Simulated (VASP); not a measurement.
Cu: single point with r2SCAN

Cu, a slab with vacuum:

```
CELL_PARAMETERS angstrom
2.50366 0.00000 0.00000
-1.25183 2.16823 0.00000
0.00000 0.00000 24.57559
ATOMIC_POSITIONS crystal
Cu 0.00000 0.00000 0.37376
Cu 0.66667 0.33333 0.28961
Cu 0.33333 0.66667 0.45799
Cu 0.00000 0.00000 0.62624
Cu 0.66667 0.33333 0.54201
Cu 0.33333 0.66667 0.71039
```

* Program: VASP 6.6.1
* Task: single point
* Functional: r2SCAN
* Potentials or basis: VASP PAW PBE potentials, release 64 (Cu)
* Cutoff: 520 eV
* k mesh: 11 × 11 × 1
* Occupations: fermi-dirac, width 0.1 eV
* Spin: no spin polarisation
* Dipole correction: no
* Further INCAR settings: ALGO = Normal; EDIFF = 1e-06; NBANDS = 42

The largest force is 0.081 eV/Å and the band gap on the k mesh is zero (bands 33 and 34 overlap by 4.94 eV).

Forces in eV/Å, atoms in the order of the input:
```
Cu   0.000  0.000 -0.081
Cu   0.000  0.000  0.018
Cu   0.000  0.000 -0.068
Cu   0.000  0.000  0.081
Cu   0.000  0.000  0.068
Cu   0.000  0.000 -0.018
```

Levels at points of the mesh, in eV from the Fermi level:
```tsv
k point	band 32	band 33	band 34	band 35	band 36	band 37
(0.00, 0.00, 0.00)	-1.73	-1.73	-1.69	-1.69	-0.93	-0.47
```

Run time: 9.6 min on 1 thread of Intel(R) Xeon(R) Platinum 8259CL CPU @ 2.50GHz (Skylake/Cascade Lake) (shared host), peak memory 0.31 GiB.

Caveat: there is no dipole correction, which matters where the two faces differ; the PAW data sets were made with another functional, which shifts forces and pressure a little.
